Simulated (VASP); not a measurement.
# MgO2 (Pa-3) in VASP: further runs

MgO2 is run at these levels: PBEsol; tasks: density of states, electric field gradients.

All numbers are computed with VASP 6.6.1; they aren't measurements. Logs are shortened: lines on timing, memory, paths and dates and some standing lists are left out, and cuts for length are marked.

### 1 The cell of the first run

Symmetry: Pa-3, No. 205, cubic system. Conventional cell: a = 4.841 Å, b = 4.841 Å, c = 4.841 Å, α = 90.00°, β = 90.00°, γ = 90.00°. Within 2.8 Å of Mg (site symmetry -3) lie 6 O at 2.08 Å. Within 2.0 Å of O (site symmetry 3) lie 1 O at 1.48 Å.

### 2 Density of states, PBEsol

POSCAR

```
MgO2
1.0
    4.8408307520      0.0000000000      0.0000000000
    0.0000000000      4.8408307520      0.0000000000
    0.0000000000      0.0000000000      4.8408307520
Mg O
4 8
Direct
    0.0000000000      0.5000000000      0.5000000000
    0.5000000000      0.5000000000      0.0000000000
    0.5000000000      0.0000000000      0.5000000000
    0.0000000000      0.0000000000      0.0000000000
    0.4116319360      0.0883680640      0.9116319360
    0.0883680640      0.9116319360      0.4116319360
    0.9116319360      0.4116319360      0.0883680640
    0.5883680640      0.5883680640      0.5883680640
    0.4116319360      0.4116319360      0.4116319360
    0.0883680640      0.5883680640      0.9116319360
    0.9116319360      0.0883680640      0.5883680640
    0.5883680640      0.9116319360      0.0883680640
```

INCAR.step1

```
PREC = Accurate
ENCUT = 520
EDIFF = 1E-6
ISMEAR = 0
SIGMA = 0.02
LREAL = False
LASPH = True
NELM = 100
ALGO = Normal
ISIF = 2
LWAVE = False
LCHARG = True
GGA = PS
NBANDS = 40
```

KPOINTS.step1

```
Automatic mesh
0
Gamma
  6 6 6
```

INCAR.step2

```
PREC = Accurate
ENCUT = 520
EDIFF = 1E-6
ISMEAR = -5
SIGMA = 0.02
LREAL = False
LASPH = True
NELM = 100
ALGO = Normal
ISIF = 2
LWAVE = False
LCHARG = False
GGA = PS
LORBIT = 11
NBANDS = 40
NEDOS = 1001
ICHARG = 11
```

KPOINTS.step2

```
Automatic mesh
0
Gamma
  9 9 9
```

Potentials or basis: VASP PAW PBE potentials, release 64 (Mg, O).

On the command line:

```console
$ cat potpaw_PBE.64/Mg/POTCAR potpaw_PBE.64/O/POTCAR > POTCAR
$ cp INCAR.step1 INCAR
$ cp KPOINTS.step1 KPOINTS
$ mpirun -np 1 vasp_std > vasp.out
$ cp INCAR.step2 INCAR
$ cp KPOINTS.step2 KPOINTS
$ mpirun -np 1 vasp_std > vasp.out
```

OUTCAR:

```text
PREC = Accurate
   ENCUT = 520
   EDIFF = 1E-6
   ISMEAR = -5
   LREAL = False
   LASPH = True
   NELM = 100
   ISIF = 2
   GGA = PS
   LORBIT = 11
   ICHARG = 11

 ion  position               nearest neighbor table
   1  0.000  0.500  0.500-   6 2.08   7 2.08   8 2.08   9 2.08  10 2.08  11 2.08   2 3.42   3 3.42
                             4 3.42   2 3.42   4 3.42   3 3.42   4 3.42   4 3.42   2 3.42   3 3.42
   2  0.500  0.500  0.000-   5 2.08   7 2.08   8 2.08   9 2.08  10 2.08  12 2.08   1 3.42   3 3.42
                             4 3.42   1 3.42   3 3.42   3 3.42   4 3.42   3 3.42   1 3.42   4 3.42
   3  0.500  0.000  0.500-   5 2.08   6 2.08   8 2.08   9 2.08  11 2.08  12 2.08   1 3.42   2 3.42
                             4 3.42   2 3.42   4 3.42   1 3.42   2 3.42   2 3.42   1 3.42   4 3.42
   4  0.000  0.000  0.000-   5 2.08   6 2.08   7 2.08  10 2.08  11 2.08  12 2.08   1 3.42   2 3.42
                             3 3.42   1 3.42   3 3.42   1 3.42   2 3.42   1 3.42   2 3.42   3 3.42
   5  0.412  0.088  0.912-  12 1.48   3 2.08   4 2.08   2 2.08
   6  0.088  0.912  0.412-  11 1.48   3 2.08   4 2.08   1 2.08
   7  0.912  0.412  0.088-  10 1.48   2 2.08   4 2.08   1 2.08
   8  0.588  0.588  0.588-   9 1.48   2 2.08   3 2.08   1 2.08
   9  0.412  0.412  0.412-   8 1.48   2 2.08   3 2.08   1 2.08
  10  0.088  0.588  0.912-   7 1.48   2 2.08   4 2.08   1 2.08
  11  0.912  0.088  0.588-   6 1.48   3 2.08   4 2.08   1 2.08
  12  0.588  0.912  0.088-   5 1.48   3 2.08   4 2.08   2 2.08

  LATTYP: Found a simple cubic cell.
 ALAT       =     4.8408307520

  Lattice vectors:

 A1 = (   4.8408307520,   0.0000000000,   0.0000000000)
 A2 = (   0.0000000000,   4.8408307520,   0.0000000000)
 A3 = (   0.0000000000,   0.0000000000,   4.8408307520)

Analysis of symmetry for initial positions (statically):
=====================================================================
 Subroutine PRICEL returns:
 Original cell was already a primitive cell.

 Routine SETGRP: Setting up the symmetry group for a
 simple cubic supercell.

 Subroutine GETGRP returns: Found 24 space group operations
 (whereof  6 operations were pure point group operations)
 out of a pool of 48 trial point group operations.

The static configuration has the point symmetry S_6 .
 The point group associated with its full space group is T_h .

Analysis of symmetry for dynamics (positions and initial velocities):
=====================================================================
 Subroutine PRICEL returns:
 Original cell was already a primitive cell.

 Routine SETGRP: Setting up the symmetry group for a
 simple cubic supercell.

 Subroutine GETGRP returns: Found 24 space group operations
 (whereof  6 operations were pure point group operations)
 out of a pool of 48 trial point group operations.

The dynamic configuration has the point symmetry S_6 .
 The point group associated with its full space group is T_h .

 Subroutine INISYM returns: Found 24 space group operations
 (whereof  6 operations are pure point group operations),
 and found     1 'primitive' translations

----------------------------------------------------------------------------------------

                                     Primitive cell

  volume of cell :     113.4383

  direct lattice vectors                    reciprocal lattice vectors
     4.840830752  0.000000000  0.000000000     0.206576113  0.000000000  0.000000000
     0.000000000  4.840830752  0.000000000     0.000000000  0.206576113  0.000000000
     0.000000000  0.000000000  4.840830752     0.000000000  0.000000000  0.206576113

  length of vectors
     4.840830752  4.840830752  4.840830752     0.206576113  0.206576113  0.206576113

  position of ions in fractional coordinates (direct lattice)
     0.000000000  0.500000000  0.500000000
     0.500000000  0.500000000  0.000000000
     0.500000000  0.000000000  0.500000000
     0.000000000  0.000000000  0.000000000
     0.411631936  0.088368064  0.911631936
     0.088368064  0.911631936  0.411631936
     0.911631936  0.411631936  0.088368064
     0.588368064  0.588368064  0.588368064
     0.411631936  0.411631936  0.411631936
     0.088368064  0.588368064  0.911631936
     0.911631936  0.088368064  0.588368064
     0.588368064  0.911631936  0.088368064

  ion indices of the primitive-cell ions
   primitive index   ion index
[... 44 lines left out ...]
  0.111111  0.000000  0.000000      6.000000
  0.222222  0.000000  0.000000      6.000000
  0.333333  0.000000  0.000000      6.000000
  0.444444  0.000000  0.000000      6.000000
  0.111111  0.111111  0.000000     12.000000
[... 16 lines left out ...]
  0.222222  0.111111  0.111111     24.000000
  0.333333  0.111111  0.111111     24.000000
 [... further k-points ...]
   k-points           NKPTS =     45   k-points in BZ     NKDIM =     45   number of bands    NBANDS=     40
   number of dos      NEDOS =   1001   number of ions     NIONS =     12
   total plane-waves  NPLWV =  46656
   dimension x,y,z NGX =    36 NGY =   36 NGZ =   36
   dimension x,y,z NGXF=    72 NGYF=   72 NGZF=   72
   ions per type =               4   8
   NGX,Y,Z   is equivalent  to a cutoff of  12.36, 12.36, 12.36 a.u.
   NGXF,Y,Z  is equivalent  to a cutoff of  24.73, 24.73, 24.73 a.u.
 SYSTEM =  unknown system
   PREC   = accura    normal or accurate (medium, high low for compatibility)
   ISTART =      0    job   : 0-new  1-cont  2-samecut
   ICHARG =     11    charge: 1-file 2-atom 10-const
   ISPIN  =      1    spin polarized calculation?
   LNONCOLLINEAR =      F non collinear calculations
   LSORBIT =      F    spin-orbit coupling
   LASPH  =      T    aspherical Exc in radial PAW
   ENCUT  =  520.0 eV  38.22 Ry    6.18 a.u.   9.00  9.00  9.00*2*pi/ulx,y,z
   NELM   =    100;   NELMIN=  2; NELMDL=  0     # of ELM steps
   EDIFF  = 0.1E-05   stopping-criterion for ELM
   LREAL  =      F    real-space projection
   EDIFFG = 0.1E-04   stopping-criterion for IOM
   NSW    =      0    number of steps for IOM
   IBRION =     -1    ionic relax: 0-MD 1-quasi-New 2-CG
   NFREE  =      0    steps in history (QN), initial steepest desc. (CG)
   ISIF   =      2    stress and relaxation
   ISYM   =      2    0-nonsym 1-usesym 2-fastsym
   POTIM  = 0.5000    time-step for ionic-motion
   TEBEG  =    0.0;   TEEND  =   0.0 temperature during run
   PSTRESS=    0.0 pullay stress
   NELECT =      56.0000    total number of electrons
   NUPDOWN=      -1.0000    fix difference up-down
   EMIN   =  10.00;   EMAX   =-10.00  energy-range for DOS
   EFERMI =   0.00;   METHOD = LEGACY
   ISMEAR =    -5;   SIGMA  =   0.02  broadening in eV -4-tet -1-fermi 0-gaus
   EFERMI_NEDOS =   21; number of points for ismear=-14 and -15
   IALGO  =     38    algorithm
   IMIX   =      4    mixing-type and parameters
     AMIX     =   0.40;   BMIX     =  1.00
     AMIX_MAG =   1.60;   BMIX_MAG =  1.00
  volume/ion in A,a.u.               =       9.45        63.79
  Fermi-wavevector in a.u.,A,eV,Ry     =   1.293851  2.445024 22.776839  1.674050
  Thomas-Fermi vector in A             =   2.425471
   LORBIT       =     11    0 simple, 1 ext, 2 COOP (PROOUT), +10 PAW based schemes
   GGA     = PS    functional components
   LHFCALC =     F    Hartree Fock is set to
   AEXX    =    0.0000 exact exchange contribution
   IVDW    =     0    specifies the selected vdW correction
   LEPSILON=     F    determine dielectric tensor
   LRPA    =     F    only Hartree local field effects (RPA)
 non-spin polarized calculation
 Fermi weights with tetrahedron method with Bloechl corrections
  energy-cutoff  :      520.00
  volume of cell :      113.44
 maximum number of plane-waves:      3085

 number of electron      56.0000074 magnetization

 Free energy of the ion-electron system (eV)
  ---------------------------------------------------
  ext. energy  EPLUGINS =         0.00000000
  ---------------------------------------------------
  free energy    TOTEN  =       -69.78681216 eV

  energy without entropy =      -69.78681216  energy(sigma->0) =      -69.78681216

 E-fermi :   2.8838     XC(G=0): -11.0153

 val. band max:        2.8659806087   @ k =   0.0000   0.0000   0.0000
 cond. band min:       6.7954643379   @ k =   0.2222   0.2222   0.2222
 fundamental gap:      3.9294837292
 Fermi energy:         2.8838096216

 k-point     1 :       0.0000    0.0000    0.0000
  band No.  band energies     occupation
      1     -18.4154      2.00000
      2     -17.6376      2.00000
      3     -17.6376      2.00000
      4     -17.6376      2.00000
      5     -11.7681      2.00000
      6     -11.7681      2.00000
[... 1021 lines left out ...]
     39      14.6588      0.00000
     40      14.7594      0.00000

 [... further k-points ...]

------------------------ aborting loop because EDIFF is reached ----------------------------------------

  FORCE on cell =-STRESS in cart. coord.  units (eV):
  Direction    XX          YY          ZZ          XY          YZ          ZX
  --------------------------------------------------------------------------------------
  -------------------------------------------------------------------------------------
  Total       -0.0597468     -0.0597468     -0.0597468     -0.0000000     -0.0000000      0.0000000
  in kB       -0.8438511     -0.8438511     -0.8438511     -0.0000000     -0.0000000      0.0000000
  external PRESSURE =      -0.8438511 kB  Pullay stress =       0.0000000 kB

 VOLUME and BASIS-vectors are now :
 -----------------------------------------------------------------------------
  energy-cutoff  :      520.00
  volume of cell :      113.44
      direct lattice vectors                 reciprocal lattice vectors
     4.840830752  0.000000000  0.000000000     0.206576113  0.000000000  0.000000000
     0.000000000  4.840830752  0.000000000     0.000000000  0.206576113  0.000000000
     0.000000000  0.000000000  4.840830752     0.000000000  0.000000000  0.206576113

 POSITION                                       TOTAL-FORCE (eV/Angst)
 -----------------------------------------------------------------------------------
      0.00000      2.42042      2.42042         0.000000      0.000000      0.000000
      2.42042      2.42042      0.00000         0.000000      0.000000      0.000000
      2.42042      0.00000      2.42042         0.000000      0.000000      0.000000
      0.00000      0.00000      0.00000         0.000000      0.000000      0.000000
      1.99264      0.42777      4.41306        -0.114053      0.114053     -0.114053
      0.42777      4.41306      1.99264         0.114053     -0.114053     -0.114053
      4.41306      1.99264      0.42777        -0.114053     -0.114053      0.114053
      2.84819      2.84819      2.84819         0.114053      0.114053      0.114053
      1.99264      1.99264      1.99264        -0.114053     -0.114053     -0.114053
      0.42777      2.84819      4.41306         0.114053      0.114053     -0.114053
      4.41306      0.42777      2.84819        -0.114053      0.114053      0.114053
      2.84819      4.41306      0.42777         0.114053     -0.114053      0.114053
 -----------------------------------------------------------------------------------
    total drift:                                0.000000      0.000000     -0.000000

  FREE ENERGIE OF THE ION-ELECTRON SYSTEM (eV)
  ---------------------------------------------------
  free  energy   TOTEN  =       -69.7868121623 eV

  energy  without entropy=      -69.7868121623  energy(sigma->0) =      -69.78681216

 total charge

# of ion       s       p       d       tot
------------------------------------------
    1        0.147   0.173   0.075   0.395
    2        0.147   0.173   0.075   0.395
    3        0.147   0.173   0.075   0.395
    4        0.147   0.173   0.075   0.395
    5        1.561   3.408   0.000   4.969
    6        1.561   3.408   0.000   4.969
    7        1.561   3.408   0.000   4.969
    8        1.561   3.408   0.000   4.969
    9        1.561   3.408   0.000   4.969
   10        1.561   3.408   0.000   4.969
   11        1.561   3.408   0.000   4.969
   12        1.561   3.408   0.000   4.969
--------------------------------------------------
tot         13.072  27.958   0.298  41.328
```

Run time: 2.5 min. Hardware: 1 thread of Intel Xeon 6975P-C, shared host; peak memory 0.29 GiB.

What came out:

```
Valence electrons inside the program's atomic spheres : Mg 0.40; O 4.97
```

Caveat: the PAW data sets were made with another functional, which shifts forces and pressure a little.

[end of part 1 of 2]
